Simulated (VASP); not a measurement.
# Mg6ZrNb (Amm2) in VASP: notebook

Mg6ZrNb is run at these levels: LDA, PBE, PBE+U; tasks: single point.

Everything below comes from runs of VASP 6.6.1. Logs are shortened: lines on timing, memory, paths and dates and some standing lists are left out, and cuts for length are marked.

**1. The cell of the first run**

Symmetry: Amm2, No. 38, orthorhombic system. Conventional cell: a = 4.983 Å, b = 6.175 Å, c = 11.289 Å, α = 90.00°, β = 90.00°, γ = 90.00°. Within 3.9 Å of Mg (site symmetry m) lie 8 Mg at 2.98 to 3.29 Å and 2 Zr at 2.99 to 3.45 Å and 2 Nb at 3.23 Å. Within 4.0 Å of Mg (site symmetry mm2) lie 10 Mg at 3.04 to 3.29 Å and 2 Zr at 3.10 Å. Mg (site symmetry m) has 8 Mg at 2.98 to 3.27 Å and 2 Nb at 3.00 to 3.43 Å and 2 Zr at 3.24 Å within 3.9 Å. Mg (site symmetry mm2) has 10 Mg at 3.04 to 3.27 Å and 2 Nb at 3.10 Å within 4.0 Å. Within 3.6 Å of Zr (site symmetry mm2) lie 2 Nb at 2.75 Å and 10 Mg at 2.99 to 3.45 Å. Within 3.6 Å of Nb (site symmetry mm2) lie 2 Zr at 2.75 Å and 10 Mg at 3.00 to 3.43 Å.

**2. Single point, LDA**

Input file INCAR:

```
SYSTEM = Mg6ZrNb
ALGO     = Normal         ! electronic algorithm
EDIFF    = 1E-7           ! SCF threshold, eV
ENCUT    = 520            ! plane-wave cutoff, eV
ISIF     = 2              ! what is computed and relaxed
ISMEAR   = 0              ! smearing method
LASPH    = .TRUE.         ! aspherical terms in the spheres
LCHARG   = .TRUE.         ! write CHGCAR
LELF     = .TRUE.         ! ELF
LREAL    = .FALSE.        ! projectors in reciprocal space
LVHAR    = .TRUE.       
LWAVE    = .FALSE.        ! write WAVECAR
NBANDS   = 28             ! bands
NELM     = 100            ! most SCF steps
PREC     = Accurate       ! precision mode
SIGMA    = 0.1            ! smearing width, eV
```

Input file KPOINTS:

```
k-points
0
G
  4 4 4
  0 0 0
```

Input file POSCAR:

```
Mg6ZrNb
1.0
    4.9831430000      0.0000000000      0.0000000000
    0.0000000000      3.0872980000      5.6443160000
    0.0000000000     -3.0872980000      5.6443160000
Mg Zr Nb
6 1 1
Direct
    0.0000000000      0.3293170000      0.8157870000
    0.0000000000      0.8157870000      0.3293170000
    0.0000000000      0.3278270000      0.3278270000
    0.5000000000      0.1727760000      0.6818280000
    0.5000000000      0.6818280000      0.1727760000
    0.5000000000      0.1732160000      0.1732160000
    0.0000000000      0.8016010000      0.8016010000
    0.5000000000      0.6976490000      0.6976490000
```

Potentials or basis: VASP PAW LDA potentials, release 64 (Mg, Zr_sv, Nb_sv).

On the command line:

```sh
$ cat potpaw_LDA.64/Mg/POTCAR potpaw_LDA.64/Zr_sv/POTCAR potpaw_LDA.64/Nb_sv/POTCAR > POTCAR
$ mpirun -np 1 vasp_std > vasp.out
```

OUTCAR:

```text
SYSTEM = Mg6ZrNb
   EDIFF = 1E-7
   ENCUT = 520
   ISIF = 2
   ISMEAR = 0
   LASPH = .TRUE.
   LREAL = .FALSE.
   NELM = 100
   PREC = Accurate

 ion  position               nearest neighbor table
   1  0.000  0.329  0.816-   4 2.98   4 2.98   7 2.99   2 3.00   3 3.14   6 3.16   6 3.16   2 3.17
                             8 3.23   8 3.23   3 3.29   7 3.45
   2  0.000  0.816  0.329-   5 2.98   5 2.98   7 2.99   1 3.00   3 3.14   6 3.16   6 3.16   1 3.17
                             8 3.23   8 3.23   3 3.29   7 3.45
   3  0.000  0.328  0.328-   6 3.04   6 3.04   7 3.10   7 3.10   1 3.14   2 3.14   4 3.15   4 3.15
                             5 3.15   5 3.15   1 3.29   2 3.29
   4  0.500  0.173  0.682-   1 2.98   1 2.98   8 3.00   5 3.03   5 3.14   3 3.15   3 3.15   6 3.16
                             7 3.24   7 3.24   6 3.27
   5  0.500  0.682  0.173-   2 2.98   2 2.98   8 3.00   4 3.03   4 3.14   3 3.15   3 3.15   6 3.16
                             7 3.24   7 3.24   6 3.27
   6  0.500  0.173  0.173-   3 3.04   3 3.04   8 3.10   8 3.10   5 3.16   4 3.16   1 3.16   1 3.16
                             2 3.16   2 3.16   4 3.27   5 3.27
   7  0.000  0.802  0.802-   8 2.75   8 2.75   1 2.99   2 2.99   3 3.10   3 3.10   4 3.24   4 3.24
                             5 3.24   5 3.24   2 3.45   1 3.45
   8  0.500  0.698  0.698-   7 2.75   7 2.75   4 3.00   5 3.00   6 3.10   6 3.10   1 3.23   1 3.23
                             2 3.23   2 3.23

  LATTYP: Found a base centered orthorhombic cell.
 ALAT       =     6.1745960000
 B/A-ratio  =     1.8282381552
 C/A-ratio  =     0.8070395213

  Lattice vectors:

 A1 = (   0.0000000000,   3.0872980000,  -5.6443160000)
 A2 = (   0.0000000000,   3.0872980000,   5.6443160000)
 A3 = (   4.9831430000,   0.0000000000,   0.0000000000)

Analysis of symmetry for initial positions (statically):
=====================================================================
 Subroutine PRICEL returns:
 Original cell was already a primitive cell.

 Routine SETGRP: Setting up the symmetry group for a
 base centered orthorhombic supercell.

 Subroutine GETGRP returns: Found  4 space group operations
 (whereof  4 operations were pure point group operations)
 out of a pool of  8 trial point group operations.

The static configuration has the point symmetry C_2v.

Analysis of symmetry for dynamics (positions and initial velocities):
=====================================================================
 Subroutine PRICEL returns:
 Original cell was already a primitive cell.

 Routine SETGRP: Setting up the symmetry group for a
 base centered orthorhombic supercell.

 Subroutine GETGRP returns: Found  4 space group operations
 (whereof  4 operations were pure point group operations)
 out of a pool of  8 trial point group operations.
[... 119 lines left out ...]
   PSTRESS=    0.0 pullay stress
   NELECT =      37.0000    total number of electrons
   NUPDOWN=      -1.0000    fix difference up-down
   EMIN   =  10.00;   EMAX   =-10.00  energy-range for DOS
   EFERMI =   0.00;   METHOD = LEGACY
   ISMEAR =     0;   SIGMA  =   0.10  broadening in eV -4-tet -1-fermi 0-gaus
   EFERMI_NEDOS =   21; number of points for ismear=-14 and -15
   IALGO  =     38    algorithm
   IMIX   =      4    mixing-type and parameters
     AMIX     =   0.40;   BMIX     =  1.00
     AMIX_MAG =   1.60;   BMIX_MAG =  1.00
  volume/ion in A,a.u.               =      21.71       146.50
  Fermi-wavevector in a.u.,A,eV,Ry     =   0.977765  1.847707 13.007492  0.956024
  Thomas-Fermi vector in A             =   2.108488
   LORBIT       =      0    0 simple, 1 ext, 2 COOP (PROOUT), +10 PAW based schemes
   GGA     = CA    functional components
   LHFCALC =     F    Hartree Fock is set to
   AEXX    =    0.0000 exact exchange contribution
   IVDW    =     0    specifies the selected vdW correction
   LEPSILON=     F    determine dielectric tensor
   LRPA    =     F    only Hartree local field effects (RPA)
 non-spin polarized calculation
 Gauss-broadening in eV      SIGMA  =   0.10
  energy-cutoff  :      520.00
  volume of cell :      173.67
 maximum number of plane-waves:      4702
 NGX is ok and might be reduce to    40
   NGX = 19   NGY = 23   NGZ = 23

 number of electron      37.0000001 magnetization

 Free energy of the ion-electron system (eV)
  ---------------------------------------------------
  ext. energy  EPLUGINS =         0.00000000
  ---------------------------------------------------
  free energy    TOTEN  =       -30.50827529 eV

  energy without entropy =      -30.48512305  energy(sigma->0) =      -30.49669917

 E-fermi :   4.0791     XC(G=0):  -9.5681

 val. band max:        4.0346062523   @ k =   0.2500   0.2500   0.2500
 cond. band min:       4.1039052179   @ k =   0.0000   0.5000   0.5000
 fundamental gap:      0.0692989656
 Fermi energy:         4.0791280935

 k-point     1 :       0.0000    0.0000    0.0000
  band No.  band energies     occupation
      1     -50.1835      2.00000
      2     -44.1799      2.00000
      3     -26.4844      2.00000
      4     -26.4485      2.00000
      5     -26.4090      2.00000
      6     -22.4186      2.00000
[... 640 lines left out ...]
     27       7.9289      0.00000
     28       7.9564      0.00000

------------------------ aborting loop because EDIFF is reached ----------------------------------------

  FORCE on cell =-STRESS in cart. coord.  units (eV):
  Direction    XX          YY          ZZ          XY          YZ          ZX
  --------------------------------------------------------------------------------------
  -------------------------------------------------------------------------------------
  Total       -5.6901287     -3.6895553     -4.2532450      0.0000000      0.0000000      0.0000000
  in kB      -52.4939742    -34.0377926    -39.2380818      0.0000000      0.0000000      0.0000000
  external PRESSURE =     -41.9232828 kB  Pullay stress =       0.0000000 kB

 VOLUME and BASIS-vectors are now :
 -----------------------------------------------------------------------------
  energy-cutoff  :      520.00
  volume of cell :      173.67
      direct lattice vectors                 reciprocal lattice vectors
     4.983143000  0.000000000  0.000000000     0.200676561  0.000000000  0.000000000
     0.000000000  3.087298000  5.644316000     0.000000000  0.161953916  0.088584693
     0.000000000 -3.087298000  5.644316000     0.000000000 -0.161953916  0.088584693

 POSITION                                       TOTAL-FORCE (eV/Angst)
 -----------------------------------------------------------------------------------
      0.00000     -1.50188      6.46333         0.000000      0.068569     -0.029009
      0.00000      1.50188      6.46333         0.000000     -0.068569     -0.029009
      0.00000      0.00000      3.70072         0.000000     -0.000000      0.071577
      2.49157     -1.57160      4.82366         0.000000     -0.046871      0.008147
      2.49157      1.57160      4.82366         0.000000      0.046871      0.008147
      2.49157      0.00000      1.95537         0.000000     -0.000000     -0.017161
      0.00000      0.00000      9.04898         0.000000     -0.000000     -0.242349
      2.49157      0.00000      7.87550         0.000000     -0.000000      0.229658
 -----------------------------------------------------------------------------------
    total drift:                                0.000000      0.000000      0.000110

  FREE ENERGIE OF THE ION-ELECTRON SYSTEM (eV)
  ---------------------------------------------------
  free  energy   TOTEN  =       -30.5082752918 eV

  energy  without entropy=      -30.4851230499  energy(sigma->0) =      -30.49669917
```

stdout:

```text
POSCAR found type information on POSCAR MgZrNb
 POSCAR found :  3 types and       8 ions
 scaLAPACK will be used
 LDA part: xc-table for (Slater(with rela. corr.)+CA(PZ))
 , standard interpolation
 POSCAR, INCAR and KPOINTS ok, starting setup
 FFT: planning ... GRIDC
 FFT: planning ... GRID_SOFT
 FFT: planning ... GRID
 WAVECAR not read
 entering main loop
```

Run time: 3.4 min. Hardware: 1 thread of Intel Xeon 8259CL, shared host; peak memory 0.3 GiB.

Results:

```yaml
Free_energy: -30.5083 eV
Pressure: -4.2 GPa
Largest_force: 0.242 eV/Å
Band_gap_on_the_k_mesh: zero (an odd number of electrons rules out a gap without spin polarisation)
```

Forces in eV/Å, atoms in the order of the input:
```
Mg   0.000  0.069 -0.029
Mg   0.000 -0.069 -0.029
Mg   0.000  0.000  0.072
Mg   0.000 -0.047  0.008
Mg   0.000  0.047  0.008
Mg   0.000  0.000 -0.017
Zr   0.000  0.000 -0.242
Nb   0.000  0.000  0.230
```

Levels at points of the mesh, in eV from the Fermi level:
```
           k point  band 14  band 15  band 16  band 17  band 18  band 19  band 20  band 21  band 22  band 23
(0.00, 0.00, 0.00)    -1.47    -1.29    -1.12    -0.82    -0.59     0.18     0.62     0.72     0.95     1.39
(0.50, 0.00, 0.00)    -1.79    -0.95    -0.92    -0.82    -0.78    -0.49    -0.47     0.44     0.51     1.45
(0.00, 0.50, 0.00)    -1.23    -1.13    -0.21     0.03     0.22     0.30     0.81     0.90     1.05     1.59
(0.50, 0.50, 0.00)    -2.10    -1.51    -1.49    -0.72    -0.66    -0.11     0.14     0.94     0.97     2.00
(0.00, 0.50, 0.50)    -1.23    -0.92    -0.61    -0.16     0.02     0.26     0.27     0.95     0.97     1.57
(0.50, 0.50, 0.50)    -1.76    -1.49    -1.44    -0.80    -0.75    -0.59    -0.44     1.28     1.81     2.80
```

Caveat: the cell stands under tension.

**3. Single point, LDA**

Input file INCAR:

```
SYSTEM = Mg6ZrNb
  PREC = Accurate
  ENCUT = 520
  EDIFF = 1E-7
  ISMEAR = 1
  SIGMA = 0.06802846561497
  LREAL = .FALSE.
  LASPH = .TRUE.
  NELM = 80
  ALGO = Fast
  ISIF = 2
  LWAVE = .FALSE.
  LCHARG = .FALSE.
  GGA = CA
  NBANDS = 28
```

Input file KPOINTS:

```
Automatic mesh
0
G
  4 4 4
  0 0 0
```

POSCAR is that of step 2.

Potentials or basis: VASP PAW LDA potentials, release 64 (Mg, Zr_sv, Nb_sv).

On the command line:

```sh
$ cat potpaw_LDA.64/Mg/POTCAR potpaw_LDA.64/Zr_sv/POTCAR potpaw_LDA.64/Nb_sv/POTCAR > POTCAR
$ mpirun -np 1 vasp_std > vasp.out
```

OUTCAR:

```text
SYSTEM = Mg6ZrNb
   PREC = Accurate
   ENCUT = 520
   EDIFF = 1E-7
   ISMEAR = 1
   LREAL = .FALSE.
   LASPH = .TRUE.
   NELM = 80
   ISIF = 2
   GGA = CA

 ion  position               nearest neighbor table
   1  0.000  0.329  0.816-   4 2.98   4 2.98   7 2.99   2 3.00   3 3.14   6 3.16   6 3.16   2 3.17
                             8 3.23   8 3.23   3 3.29   7 3.45
   2  0.000  0.816  0.329-   5 2.98   5 2.98   7 2.99   1 3.00   3 3.14   6 3.16   6 3.16   1 3.17
                             8 3.23   8 3.23   3 3.29   7 3.45
   3  0.000  0.328  0.328-   6 3.04   6 3.04   7 3.10   7 3.10   1 3.14   2 3.14   4 3.15   4 3.15
                             5 3.15   5 3.15   1 3.29   2 3.29
[... 872 lines left out ...]
  external PRESSURE =     -42.4101228 kB  Pullay stress =       0.0000000 kB

 VOLUME and BASIS-vectors are now :
 -----------------------------------------------------------------------------
  energy-cutoff  :      520.00
  volume of cell :      173.67
      direct lattice vectors                 reciprocal lattice vectors
     4.983143000  0.000000000  0.000000000     0.200676561  0.000000000  0.000000000
     0.000000000  3.087298000  5.644316000     0.000000000  0.161953916  0.088584693
     0.000000000 -3.087298000  5.644316000     0.000000000 -0.161953916  0.088584693

 POSITION                                       TOTAL-FORCE (eV/Angst)
 -----------------------------------------------------------------------------------
      0.00000     -1.50188      6.46333         0.000000      0.057666     -0.037753
      0.00000      1.50188      6.46333         0.000000     -0.057666     -0.037753
      0.00000      0.00000      3.70072         0.000000     -0.000000      0.077192
      2.49157     -1.57160      4.82366         0.000000     -0.038777      0.022321
      2.49157      1.57160      4.82366         0.000000      0.038777      0.022321
      2.49157      0.00000      1.95537         0.000000     -0.000000     -0.027915
      0.00000      0.00000      9.04898         0.000000     -0.000000     -0.259988
      2.49157      0.00000      7.87550         0.000000     -0.000000      0.241575
 -----------------------------------------------------------------------------------
    total drift:                                0.000000      0.000000     -0.000527

  FREE ENERGIE OF THE ION-ELECTRON SYSTEM (eV)
  ---------------------------------------------------
  free  energy   TOTEN  =       -30.4972067558 eV

  energy  without entropy=      -30.4992366979  energy(sigma->0) =      -30.49788340
```

stdout:

```text
POSCAR found type information on POSCAR MgZrNb
 POSCAR found :  3 types and       8 ions
[... 37 lines left out ...]
 num prob  num prob  num prob  num prob  num prob  num prob  num prob  num prob  num prob RMM:  44    -0.304972064777E+02   -0.12279E-06   -0.12570E-06   919   0.538E-03    0.691E-03
 num prob  num prob  num prob  num prob  num prob  num prob  num prob  num prob  num prob  num prob RMM:  45    -0.304972065763E+02   -0.98543E-07   -0.10360E-06   882   0.507E-03    0.699E-03
 num prob  num prob  num prob  num prob  num prob  num prob  num prob WARNING in EDDRMM: call to ZHEGV failed, returncode =   6  3     26
 num prob  num prob RMM:  46    -0.304972066727E+02   -0.96417E-07   -0.10358E-06   870   0.487E-03    0.699E-03
 num prob  num prob  num prob  num prob  num prob  num prob RMM:  47    -0.304972067558E+02   -0.83070E-07   -0.87037E-07   872   0.455E-03
```

Wall time 11 min (1 thread of Intel Xeon 8259CL, shared host); peak memory 0.31 GiB.

Results:

| Property | Result |
| --- | --- |
| Free energy | -30.4972 eV |
| Pressure | -4.2 GPa |
| Largest force | 0.260 eV/Å |
| Band gap on the k mesh | zero (an odd number of electrons rules out a gap without spin polarisation) |

Forces in eV/Å, atoms in the order of the input:
```
Mg   0.000  0.058 -0.038
Mg   0.000 -0.058 -0.038
Mg   0.000  0.000  0.077
Mg   0.000 -0.039  0.022
Mg   0.000  0.039  0.022
Mg   0.000  0.000 -0.028
Zr   0.000  0.000 -0.260
Nb   0.000  0.000  0.242
```

Caveat: the cell stands under tension.

(Continued in part 2 of 2.)
